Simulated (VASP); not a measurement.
# K3Ta4SnO12 in VASP: single point with PBEsol

Aim: the single point of K3Ta4SnO12 with PBEsol.

Program: VASP 6.6.1. These are calculated values, not measurements. Logs are shortened: lines on timing, memory, paths and dates and some standing lists are left out, and cuts for length are marked.

## (1) The cell of the first run

The cell holds a repeated cell, 40 atoms: a = 7.971 Å, b = 7.971 Å, c = 7.971 Å, α = 90.00°, β = 90.00°, γ = 90.00°.

## (2) Single point, PBEsol

Contents of INCAR:

```
SYSTEM = K3Ta4SnO12
ALGO = Normal
EDIFF = 1E-6
ENCUT = 520
GGA = PS
ISIF = 2
ISMEAR = -1
ISYM = 0
LASPH = .TRUE.
LCHARG = .TRUE.
LELF = .TRUE.
LREAL = Auto
LVHAR = .TRUE.
LWAVE = .FALSE.
NBANDS = 183
NELM = 60
PREC = Accurate
SIGMA = 0.05
```

Contents of KPOINTS:

```
Automatic mesh
0
Gamma
  1 1 1
  0.25 0.25 0.25
```

Contents of POSCAR:

```
K3Ta4SnO12
1.0
    7.9708780000      0.0000000000      0.0000000000
    0.0000000000      7.9708780000      0.0000000000
    0.0000000000      0.0000000000      7.9708780000
Sn K Ta O
2 6 8 24
Direct
    0.0011150000      0.9458200000      0.0013970000
    0.5010270000      0.4457140000      0.5011810000
    0.0012260000      0.9984200000      0.5003260000
    0.0009760000      0.4948520000      0.9998560000
    0.0012510000      0.4985020000      0.5003760000
    0.5012970000      0.9985100000      0.0003510000
    0.5007800000      0.9947730000      0.4998660000
    0.5012510000      0.4984450000      0.0003710000
    0.2468750000      0.2467800000      0.2459370000
    0.2475390000      0.2445980000      0.7535350000
    0.2554300000      0.7463120000      0.2542480000
    0.2543630000      0.7447950000      0.7467190000
    0.7542560000      0.2447660000      0.2466990000
    0.7553480000      0.2463690000      0.7542790000
    0.7476050000      0.7445090000      0.2535650000
    0.7470240000      0.7468040000      0.7460480000
    0.2546750000      0.2518700000      0.9999980000
    0.2594420000      0.2639180000      0.5000300000
    0.2423080000      0.7650140000      0.9990330000
    0.2487530000      0.7512920000      0.4991540000
    0.7484580000      0.2515350000      0.9991460000
    0.7423060000      0.2649530000      0.4990210000
    0.7594960000      0.7641200000      0.0001170000
    0.7550310000      0.7519820000      0.5000440000
    0.0010400000      0.2518100000      0.2541720000
    0.0002390000      0.2517510000      0.7475670000
    0.0001860000      0.7648080000      0.2412850000
    0.0012320000      0.7640170000      0.7582360000
    0.5011030000      0.2639830000      0.2583520000
    0.5000920000      0.2652580000      0.7413390000
    0.5002980000      0.7515560000      0.2475000000
    0.5011290000      0.7520950000      0.7542690000
    0.2532740000      0.0036490000      0.2520820000
    0.2533400000      0.0032330000      0.7444240000
    0.2453400000      0.5038190000      0.2438750000
    0.2461230000      0.5032190000      0.7520400000
    0.7458390000      0.0031450000      0.2518550000
    0.7451260000      0.0039750000      0.7439870000
    0.7535050000      0.5031410000      0.2444560000
    0.7535330000      0.5038420000      0.7522020000
```

Potentials or basis: VASP PAW PBE potentials, release 64 (Sn_d, K_sv, Ta_pv, O).

Command:

```
> cat potpaw_PBE.64/Sn_d/POTCAR potpaw_PBE.64/K_sv/POTCAR potpaw_PBE.64/Ta_pv/POTCAR potpaw_PBE.64/O/POTCAR > POTCAR
> mpirun -np 1 vasp_std > vasp.out
```

OUTCAR:

```text
SYSTEM = K3Ta4SnO12
   EDIFF = 1E-6
   ENCUT = 520
   GGA = PS
   ISIF = 2
   ISMEAR = -1
   ISYM = 0
   LASPH = .TRUE.
   LREAL = Auto
   NELM = 60
   PREC = Accurate

 ion  position               nearest neighbor table
   1  0.001  0.946  0.001-  27 2.40  19 2.40  23 2.41  28 2.42  15 3.27  11 3.27  16 3.28  12 3.28
                             4 3.59  13 3.66   9 3.66  10 3.67  14 3.67
   2  0.501  0.446  0.501-  30 2.39  22 2.40  18 2.41  29 2.42  10 3.27  14 3.27  13 3.28   9 3.28
                             7 3.59  12 3.66  16 3.66  15 3.66  11 3.67
   3  0.001  0.998  0.500-  24 2.78  28 2.78  27 2.78  20 2.79  34 2.80  25 2.82  38 2.82  33 2.82
                            26 2.82  37 2.84  10 3.43  13 3.44  14 3.44   9 3.44  16 3.46  11 3.46
   4  0.001  0.495  1.000-  35 2.75  39 2.77  36 2.78  40 2.79  26 2.79  21 2.80  17 2.80  25 2.80
                            23 2.88  28 2.88  27 2.89  19 2.89  14 3.40   9 3.41  10 3.42  13 3.42
   5  0.001  0.499  0.500-  25 2.78  22 2.78  18 2.78  26 2.78  36 2.80  40 2.82  24 2.82  20 2.82
                            35 2.82  39 2.84  12 3.43  15 3.44  11 3.44  16 3.44   9 3.46  14 3.46
   6  0.501  0.999  0.000-  32 2.78  19 2.78  23 2.78  31 2.78  37 2.80  33 2.82  17 2.82  21 2.82
                            38 2.82  34 2.84  13 3.43  10 3.44  14 3.44   9 3.44  16 3.46  11 3.46
   7  0.501  0.995  0.500-  38 2.75  34 2.77  37 2.78  33 2.79  20 2.79  31 2.79  24 2.80  32 2.80
                            18 2.88  29 2.88  22 2.89  11 3.40  16 3.41  12 3.42  15 3.42  13 3.48
   8  0.501  0.498  0.000-  30 2.78  29 2.78  17 2.78  21 2.78  39 2.80  35 2.82  32 2.82  31 2.82
                            40 2.82  36 2.84  15 3.43  12 3.44  11 3.44  16 3.44   9 3.46  14 3.46
   9  0.247  0.247  0.246-  33 1.94  25 1.96  17 1.96  18 2.03  29 2.03  35 2.05   2 3.28   4 3.41
                             6 3.44   3 3.44   8 3.46   5 3.46   7 3.50   1 3.66
  10  0.248  0.245  0.754-  34 1.93  17 1.97  26 1.97  30 2.02  18 2.03  36 2.06   2 3.27   4 3.42
                             3 3.43   6 3.44   5 3.47   8 3.47   7 3.48   1 3.67
  11  0.255  0.746  0.254-  35 1.94  31 1.95  20 1.95  19 2.04  27 2.04  33 2.05   1 3.27   7 3.40
[... 9 lines left out ...]
  16  0.747  0.747  0.746-  40 1.94  32 1.96  24 1.96  23 2.03  28 2.03  38 2.05   1 3.28   7 3.41
                             5 3.44   8 3.44   3 3.46   6 3.46   4 3.50   2 3.66
  17  0.255  0.252  1.000-   9 1.96  10 1.97   8 2.78   4 2.80   6 2.82
  18  0.259  0.264  0.500-  10 2.03   9 2.03   2 2.41   5 2.78   7 2.88
  19  0.242  0.765  0.999-  12 2.02  11 2.04   1 2.40   6 2.78   4 2.89
  20  0.249  0.751  0.499-  11 1.95  12 1.97   3 2.79   7 2.79   5 2.82
  21  0.748  0.252  0.999-  14 1.95  13 1.97   8 2.78   4 2.80   6 2.82
  22  0.742  0.265  0.499-  13 2.02  14 2.04   2 2.40   5 2.78   7 2.89
  23  0.759  0.764  0.000-  15 2.03  16 2.03   1 2.41   6 2.78   4 2.88
  24  0.755  0.752  0.500-  16 1.96  15 1.97   3 2.78   7 2.80   5 2.82
  25  0.001  0.252  0.254-   9 1.96  13 1.97   5 2.78   4 2.80   3 2.82
  26  0.000  0.252  0.748-  14 1.95  10 1.97   5 2.78   4 2.79   3 2.82
  27  0.000  0.765  0.241-  15 2.02  11 2.04   1 2.40   3 2.78   4 2.89
  28  0.001  0.764  0.758-  12 2.03  16 2.03   1 2.42   3 2.78   4 2.88
  29  0.501  0.264  0.258-  13 2.03   9 2.03   2 2.42   8 2.78   7 2.88
  30  0.500  0.265  0.741-  10 2.02  14 2.04   2 2.39   8 2.78
[... 183 lines left out ...]
     AMIX_MAG =   1.60;   BMIX_MAG =  1.00
  volume/ion in A,a.u.               =      12.66        85.44
  Fermi-wavevector in a.u.,A,eV,Ry     =   1.395978  2.638016 26.514413  1.948754
  Thomas-Fermi vector in A             =   2.519377
   LORBIT       =      0    0 simple, 1 ext, 2 COOP (PROOUT), +10 PAW based schemes
   GGA     = PS    functional components
   LHFCALC =     F    Hartree Fock is set to
   AEXX    =    0.0000 exact exchange contribution
   IVDW    =     0    specifies the selected vdW correction
   LEPSILON=     F    determine dielectric tensor
   LRPA    =     F    only Hartree local field effects (RPA)
 non-spin polarized calculation
  energy-cutoff  :      520.00
  volume of cell :      506.43
 maximum number of plane-waves:     13601
   NGX = 29   NGY = 29   NGZ = 29

 number of electron     314.0000028 magnetization

 Free energy of the ion-electron system (eV)
  ---------------------------------------------------
  ext. energy  EPLUGINS =         0.00000000
  ---------------------------------------------------
  free energy    TOTEN  =      -342.92482280 eV

  energy without entropy =     -342.74454618  energy(sigma->0) =     -342.83468449

 E-fermi :   5.5875     XC(G=0): -11.3050

 val. band max:        5.5617454092   @ k =   0.2500  -0.2500   0.2500
 cond. band min:       5.6679319877   @ k =   0.2500  -0.2500   0.2500
 fundamental gap:      0.1061865785
 Fermi energy:         5.5874522138

 k-point     1 :       0.2500    0.2500    0.2500
  band No.  band energies     occupation
      1     -31.3220      2.00000
      2     -31.3201      2.00000
      3     -31.3136      2.00000
      4     -31.3104      2.00000
      5     -31.2796      2.00000
      6     -31.2770      2.00000
[... 677 lines left out ...]
    168       7.2669      0.00000
    169       7.2874      0.00000
 [bands above 169 left out]

------------------------ aborting loop because EDIFF is reached ----------------------------------------

  FORCE on cell =-STRESS in cart. coord.  units (eV):
  Direction    XX          YY          ZZ          XY          YZ          ZX
  --------------------------------------------------------------------------------------
  -------------------------------------------------------------------------------------
  Total       12.0085189      9.2556714     12.0352735      0.0112283     -0.0078145      0.0544013
  in kB       37.9910716     29.2819521     38.0757144      0.0355226     -0.0247225      0.1721082
  external PRESSURE =      35.1162460 kB  Pullay stress =       0.0000000 kB

 VOLUME and BASIS-vectors are now :
 -----------------------------------------------------------------------------
  energy-cutoff  :      520.00
  volume of cell :      506.43
      direct lattice vectors                 reciprocal lattice vectors
     7.970878000  0.000000000  0.000000000     0.125456694  0.000000000  0.000000000
     0.000000000  7.970878000  0.000000000     0.000000000  0.125456694  0.000000000
     0.000000000  0.000000000  7.970878000     0.000000000  0.000000000  0.125456694

 POSITION                                       TOTAL-FORCE (eV/Angst)
 -----------------------------------------------------------------------------------
      0.00889      7.53902      0.01114         0.024272      0.037874      0.015753
      3.99363      3.55273      3.99485         0.020960      0.036837      0.013073
      0.00977      7.95828      3.98804        -0.008315      0.021614     -0.017689
      0.00778      3.94440      7.96973        -0.005330      0.028816     -0.005817
      0.00997      3.97350      3.98844        -0.010838      0.020326     -0.017327
      3.99578      7.95900      0.00280        -0.014791      0.020553     -0.013918
[... 32 lines left out ...]
      6.00610      4.01048      1.94853         0.035896     -0.096128      0.043827
      6.00632      4.01606      5.99571         0.013251     -0.082876      0.025183
 -----------------------------------------------------------------------------------
    total drift:                                0.031876     -0.022850      0.020507

  FREE ENERGIE OF THE ION-ELECTRON SYSTEM (eV)
  ---------------------------------------------------
  free  energy   TOTEN  =      -342.9248228047 eV

  energy  without entropy=     -342.7445461782  energy(sigma->0) =     -342.83468449
```

OSZICAR:

```text
N       E                     dE             d eps       ncg     rms          rms(c)
DAV:   1     0.410853775155E+04    0.41085E+04   -0.15359E+05  1464   0.192E+03
DAV:   2     0.261369073799E+03   -0.38472E+04   -0.37107E+04  1544   0.561E+02
DAV:   3    -0.355747389918E+03   -0.61712E+03   -0.59881E+03  1647   0.214E+02
DAV:   4    -0.398370646126E+03   -0.42623E+02   -0.42038E+02  1776   0.566E+01
DAV:   5    -0.400673556832E+03   -0.23029E+01   -0.22758E+01  2552   0.127E+01    0.962E+01
DAV:   6    -0.344288167547E+03    0.56385E+02   -0.30727E+02  1872   0.487E+01    0.411E+01
DAV:   7    -0.343279455744E+03    0.10087E+01   -0.21980E+01  1704   0.127E+01    0.236E+01
DAV:   8    -0.342993701194E+03    0.28575E+00   -0.33610E+00  2200   0.524E+00    0.297E+00
DAV:   9    -0.342960022094E+03    0.33679E-01   -0.10216E+00  1848   0.179E+00    0.171E+00
DAV:  10    -0.342924343905E+03    0.35678E-01   -0.27077E-01  1792   0.954E-01    0.618E-01
DAV:  11    -0.342924530692E+03   -0.18679E-03   -0.35408E-02  2136   0.525E-01    0.348E-01
DAV:  12    -0.342924789540E+03   -0.25885E-03   -0.39557E-03  2144   0.209E-01    0.128E-01
DAV:  13    -0.342924801663E+03   -0.12122E-04   -0.85727E-04  1920   0.103E-01    0.775E-02
DAV:  14    -0.342924813438E+03   -0.11775E-04   -0.23052E-04  2000   0.561E-02    0.358E-02
DAV:  15    -0.342924821966E+03   -0.85284E-05   -0.66649E-05  2016   0.246E-02    0.105E-02
DAV:  16    -0.342924822805E+03   -0.83874E-06   -0.86284E-06  1672   0.100E-02
   1 F= -.34292482E+03 E0= -.34283468E+03  d E =-.180277E+00
```

Run time: 19 min. Hardware: 1 thread of Oxide Virtual Turin-like, shared host; peak memory 0.61 GiB.

What came out:

- Free energy: -342.9248 eV
- Pressure: 3.5 GPa
- Largest force: 0.194 eV/Å
- Band gap on the k mesh: 0.11 eV

Forces in eV/Å, atoms in the order of the input:
```
Sn   0.024  0.038  0.016
Sn   0.021  0.037  0.013
K   -0.008  0.022 -0.018
K   -0.005  0.029 -0.006
K   -0.011  0.020 -0.017
K   -0.015  0.021 -0.014
K    0.001  0.031 -0.007
K   -0.009  0.022 -0.020
Ta   0.056  0.044  0.059
Ta  -0.043  0.160 -0.002
Ta  -0.122  0.093 -0.114
Ta   0.016  0.149 -0.047
Ta   0.015  0.142 -0.047
Ta  -0.121  0.097 -0.117
Ta  -0.042  0.167  0.004
Ta   0.051  0.053  0.049
O   -0.011 -0.038 -0.089
O    0.015  0.001 -0.057
O   -0.017 -0.037  0.076
O   -0.045 -0.015  0.102
O   -0.038 -0.021  0.105
O   -0.019 -0.034  0.080
O    0.016 -0.010 -0.066
O   -0.024 -0.039 -0.090
O   -0.092 -0.032 -0.027
O    0.102 -0.027 -0.045
O    0.063 -0.025 -0.018
O   -0.079 -0.008  0.014
O   -0.071 -0.012  0.008
O    0.071 -0.040 -0.020
O    0.107 -0.025 -0.042
O   -0.087 -0.040 -0.029
O    0.021 -0.072  0.028
O    0.043 -0.098  0.044
O    0.053 -0.084  0.065
O    0.030 -0.103  0.045
O    0.042 -0.099  0.052
O    0.064 -0.086  0.062
O    0.036 -0.096  0.044
O    0.013 -0.083  0.025
```

Stress tensor (GPa, compression positive):
```
3.80 0.00 0.02
0.00 2.93 0.00
0.02 0.00 3.81
```

Caveat: the k points lie up to 0.79 Å⁻¹ apart; the PAW data sets were made with another functional, which shifts forces and pressure a little; spin-orbit coupling is left out, which moves the levels of the heavy elements.
